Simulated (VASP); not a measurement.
Input of a VASP 6.6.1 run:

Contents of INCAR:

```
SYSTEM = Au
PREC = Accurate ; ENCUT = 520
EDIFF = 1E-6 ; ISMEAR = -1
SIGMA = 0.1 ; LREAL = .FALSE.
LASPH = .TRUE. ; NELM = 60
ALGO = Normal ; ISIF = 2
LWAVE = .FALSE. ; LCHARG = .FALSE.
GGA = PE ; NBANDS = 12
```

KPOINTS

```
Automatic mesh
0
G
  17 17 15
  0 0 0
```

POSCAR

```
Au
1.0
    2.6278020125      0.0000000000      0.0000000000
   -1.3139010063      2.2757432989      0.0000000000
    0.0000000000      0.0000000000      2.5655242777
Au
1
Direct
    0.0000000000      0.0000000000      0.0000000000
```

Potentials or basis: VASP PAW PBE potentials, release 64 (Au).

Launch:

```bash
$ cat potpaw_PBE.64/Au/POTCAR > POTCAR
$ mpirun -np 1 vasp_std > vasp.out
```

(1) Predict the pressure.

(2) Predict the band gap on the k mesh.

## Answers

(1) 54.5 GPa.

(2) zero (an odd number of electrons rules out a gap without spin polarisation).

Caveat: the cell stands under pressure; spin-orbit coupling is left out, which moves the levels of the heavy elements.
